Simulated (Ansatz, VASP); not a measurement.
## One calculation of AlSn4, two programs

INCAR

```
SYSTEM = AlSn4
PREC = Accurate ; ENCUT = 600
EDIFF = 1E-6 ; ISMEAR = 0
SIGMA = 0.1 ; LREAL = .FALSE.
LASPH = .TRUE. ; NELM = 100
ALGO = Normal ; ISIF = 3
LWAVE = .FALSE. ; LCHARG = .FALSE.
GGA = PE ; IBRION = 2
NSW = 90 ; EDIFFG = -0.04
```

The input KPOINTS:

```
Automatic mesh
0
G
  3 3 4
  0 0 0
```

The input POSCAR:

```
AlSn4
1.0
    5.7995985000      0.0000000000      0.0000000000
   -2.8997992500      5.0225996400      0.0000000000
    0.0000000000      0.0000000000      4.7631809500
Al Sn
1 4
Direct
    0.0000000000      0.0000000000      0.0000000000
    0.5410496400      0.0000000000      0.5000000000
    0.0000000000      0.5410496400      0.5000000000
    0.4589503600      0.4589503600      0.5000000000
    0.0000000000      0.0000000000      0.5000000000
```

Input for Ansatz:

```yaml
crystal:
  lattice:
    - [5.7995985, 0.0, 0.0]
    - [-2.89979925, 5.02259964, 0.0]
    - [0.0, 0.0, 4.76318095]
  atoms:
    - { symbol: Al, position: [0.0, 0.0, 0.0] }
    - { symbol: Sn, position: [0.54104964, 0.0, 0.5] }
    - { symbol: Sn, position: [0.0, 0.54104964, 0.5] }
    - { symbol: Sn, position: [0.45895036, 0.45895036, 0.5] }
    - { symbol: Sn, position: [0.0, 0.0, 0.5] }
basis:
  ecutwfc: 420
kpoints:
  mp_grid: { grid: [3, 3, 4] }
hamiltonian:
  xc: pbe
scf:
  occupations: { method: gaussian, width: 0.1 }
  lower_state_search: "off"
output:
  forces: true
  stress: true
  eigenvalues: true
relax:
  adjacent_minimum: "off"
  f_tol: 0.04
  max_steps: 70
  cell: { stress_tol: 0.4 }
```

Alike in both runs: task relaxation of cell and atoms; functional PBE; k mesh 3 × 3 × 4; occupations gaussian, width 0.1 eV; no spin polarisation.

|  | VASP | Ansatz |
| --- | --- | --- |
| version | VASP 6.6.1 | Ansatz 0.2.0 |
| potentials or method | VASP PAW PBE potentials, release 64 (Al, Sn_d), cutoff 600 eV | scalar-relativistic, plane waves, PAW |
| valence electrons in the cell | 59 | 59 |

|  | VASP | Ansatz | Ansatz less VASP |
| --- | --- | --- | --- |
| gap on the k mesh at the Fermi level, each at its own relaxed structure (eV) | none | none | - |
| relaxed volume (Å³/atom) | 37.42 | 37.51 | +0.094 |
| relaxed length of the cell vector where the two differ most in proportion (Å) | 5.230 | 5.265 | +0.0350 |

A gap of «none» marks a metal or a gap that the smearing closes.

The k mesh is coarse, so the values compare programs but aren't converged. Noted on VASP's run: the volume moved by over 15 % at a fixed basis, so the end points are rough.
